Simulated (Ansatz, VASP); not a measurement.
One calculation of P, two programs

The input INCAR:

```
SYSTEM = P
PREC     = Accurate       ! precision mode
ENCUT    = 520            ! plane-wave cutoff, eV
EDIFF    = 1E-6           ! SCF threshold, eV
ISMEAR   = 0              ! smearing method
SIGMA    = 0.15           ! smearing width, eV
LREAL    = .FALSE.        ! projectors in reciprocal space
LASPH    = .TRUE.         ! aspherical terms in the spheres
NELM     = 60             ! most SCF steps
ALGO     = Normal         ! electronic algorithm
ISIF     = 2              ! what is computed and relaxed
LWAVE    = .FALSE.        ! write WAVECAR
LCHARG   = .FALSE.        ! write CHGCAR
GGA      = PS             ! functional
IVDW     = 12             ! dispersion correction
NBANDS   = 8              ! bands
```

KPOINTS

```
Automatic mesh
0
G
  24 24 24
  0 0 0
```

POSCAR

```
P
1.0
    2.3904808287      0.0000000000      0.0000000000
    0.0000000000      2.3904808287      0.0000000000
    0.0000000000      0.0000000000      2.3906484192
P
1
Direct
    0.0000000000      0.0000000000      0.0000000000
```

Input for Ansatz:

```yaml
crystal:
  lattice:
    - [2.3904808287, 0.0, 0.0]
    - [0.0, 2.3904808287, 0.0]
    - [0.0, 0.0, 2.3906484192]
  atoms:
    - { symbol: P, position: [0.0, 0.0, 0.0] }
basis:
  ecutwfc: 420
kpoints:
  mp_grid: { grid: [24, 24, 24] }
hamiltonian:
  xc: pbesol
  dispersion: d3bj
scf:
  occupations: { method: gaussian, width: 0.15 }
output:
  forces: true
  stress: true
  eigenvalues: true
```

Alike in both runs: task single point; functional PBEsol; dispersion D3(BJ); k mesh 24 × 24 × 24; occupations gaussian, width 0.15 eV; no spin polarisation.

```csv
,VASP,Ansatz
version,VASP 6.6.1,Ansatz 0.2.0
potentials or method,"VASP PAW PBE potentials, release 64 (P), cutoff 520 eV","scalar-relativistic, plane waves, PAW"
valence electrons in the cell,5,5
```

```csv
,VASP,Ansatz,Ansatz less VASP
gap on the k mesh at the Fermi level (eV),none,none,-
pressure (GPa),0.1,0.0,-0.10
```

VASP's potentials were made for PBE, not for PBEsol. A gap of «none» marks a metal or a gap that the smearing closes.
